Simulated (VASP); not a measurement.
Write the native input for VASP 6.6.1 that does the following.

| Property | Result |
| --- | --- |
| Task | single point |
| Functional | b88 exchange, pbe correlation |
| Potentials or basis | VASP PAW PBE potentials, release 64 (Zn, O) |
| Cutoff | 600 eV |
| k mesh | 9 × 9 × 5 |
| Occupations | fermi-dirac, width 0.05 eV |
| Spin | no spin polarisation |
| Dipole correction | no |
| Further INCAR settings | ALGO = Normal; EDIFF = 1e-06; NBANDS = 26 |

The structure of ZnO lies in POSCAR:

```
ZnO
1.0
    3.2493080000      0.0000000000      0.0000000000
   -1.6246540000      2.8139832727      0.0000000000
    0.0000000000      0.0000000000      5.2057090000
Zn O
2 2
Direct
    0.6666666667      0.3333333333      0.0000000000
    0.3333333333      0.6666666667      0.5000000000
    0.3333333333      0.6666666667      0.8790100000
    0.6666666667      0.3333333333      0.3790100000
```

These files were run (other wordings do the same):

INCAR

```
  PREC = Accurate
  ENCUT = 600
  EDIFF = 1E-6
  ISMEAR = -1
  SIGMA = 0.05
  LREAL = F
  LASPH = T
  NELM = 120
  ALGO = Normal
  ISIF = 2
  LWAVE = F
  LCHARG = F
  GGA = LIBXC
  LIBXC1 = GGA_X_B88
  LIBXC2 = GGA_C_PBE
  NBANDS = 26
  GGA_COMPAT = F
```

KPOINTS

```
Automatic mesh
0
Gamma
  9 9 5
```

Potentials or basis: VASP PAW PBE potentials, release 64 (Zn, O).

Command:

```sh
$ cat potpaw_PBE.64/Zn/POTCAR potpaw_PBE.64/O/POTCAR > POTCAR
$ mpirun -np 1 vasp_std > vasp.out
```

Results of the run:

* Pressure: 5.3 GPa
* Largest force: 0.073 eV/Å
* Band gap on the k mesh: 0.81 eV

Caveat: the cell stands under pressure; the PAW data sets were made with another functional, which shifts forces and pressure a little.

It took 24 s on 1 thread of Intel(R) Xeon(R) 6975P-C (Granite Rapids) (shared host), peak memory 0.2 GiB.
